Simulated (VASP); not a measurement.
NaCl:

```
CELL_PARAMETERS angstrom
0.00000 2.79406 2.79406
2.79406 0.00000 2.79406
2.79406 2.79406 0.00000
ATOMIC_POSITIONS crystal
Cl 0.50000 0.50000 0.50000
Na 0.00000 0.00000 0.00000
```

- Program: VASP 6.6.1
- Task: relaxation of cell and atoms
- Functional: RPBE
- Potentials or basis: VASP PAW PBE potentials, release 64 (Cl, Na_pv)
- Cutoff: 600 eV
- k mesh: 8 × 8 × 8
- Occupations: fermi-dirac, width 0.05 eV
- Spin: no spin polarisation

At the start: pressure 3.6 GPa; volume 21.81 Å³/atom.

Task: How do energy, volume and symmetry change on relaxing?

Result: Over 4 steps the energy falls by 30.5 meV/atom and the volume is 24.95 Å³/atom (+14.4 %); space group Fm-3m (No. 225, to 0.05 Å).

Step by step:
```
step  energy change (eV)  largest force (eV/Å)  pressure (GPa)  volume (Å³)
   1              0.0000                0.0000            3.56        43.63
   2             -0.0479                0.0000            1.46        46.76
   3             -0.0599                0.0000           -0.38        50.82
   4             -0.0611                0.0000           -0.04        49.91
```

Final structure:
```
Cl Na
1.0
     0.00000    2.92221    2.92221
     2.92221    0.00000    2.92221
     2.92221    2.92221    0.00000
Cl Na
1 1
Cartesian
  2.9222 2.9222 2.9222
  0.0000 0.0000 0.0000
```

Caveat: the PAW data sets were made with another functional, which shifts forces and pressure a little.
